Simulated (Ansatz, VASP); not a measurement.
Sn8HSe8: VASP beside Ansatz

```
Sn Se H
1.0
     0.00000    5.95886    5.95886
     5.95886    0.00000    5.95886
     5.95886    5.95886    0.00000
Sn Se H
8 8 1
Direct
  0.98845 0.50385 0.50385
  0.00996 0.47011 0.00996
  0.00996 0.00996 0.47011
  0.00996 0.00996 0.00996
  0.50385 0.50385 0.50385
  0.50385 0.50385 0.98845
  0.50385 0.98845 0.50385
  0.47011 0.00996 0.00996
  0.25955 0.25955 0.25955
  0.25955 0.25955 0.72136
  0.25955 0.72136 0.25955
  0.24043 0.75319 0.75319
  0.72136 0.25955 0.25955
  0.75319 0.24043 0.75319
  0.75319 0.75319 0.24043
  0.75319 0.75319 0.75319
  0.12500 0.12500 0.12500
```

Alike in both runs: functional PBE; dispersion D3(BJ); k mesh 4 × 4 × 4; occupations gaussian, width 0.1 eV; no spin polarisation.

Ansatz relaxed the structure, and its values are those at the end. VASP's run is a single point on that final structure, the one shown.

```csv
,VASP,Ansatz
version,VASP 6.6.1,Ansatz 0.2.0
potentials or method,"VASP PAW PBE potentials, release 64 (Sn_d, Se, H), cutoff 520 eV","scalar-relativistic, plane waves, PAW"
valence electrons in the cell,161,241
```

|  | VASP | Ansatz | Ansatz less VASP |
| --- | --- | --- | --- |
| gap on the k mesh at the Fermi level (eV) | none | none | - |
| pressure (GPa) | 0.0 | 0.0 | 0.00 |
| rms of the force components (eV/Å) | 0.012 | 0.013 | +0.0008 |

A gap of «none» marks a metal or a gap that the smearing closes. VASP's potentials hold 161 valence electrons a cell and Ansatz's 241, so a difference there can come from the potentials and not from the codes. Ansatz's warnings: relaxed geometry near dispersion switch.
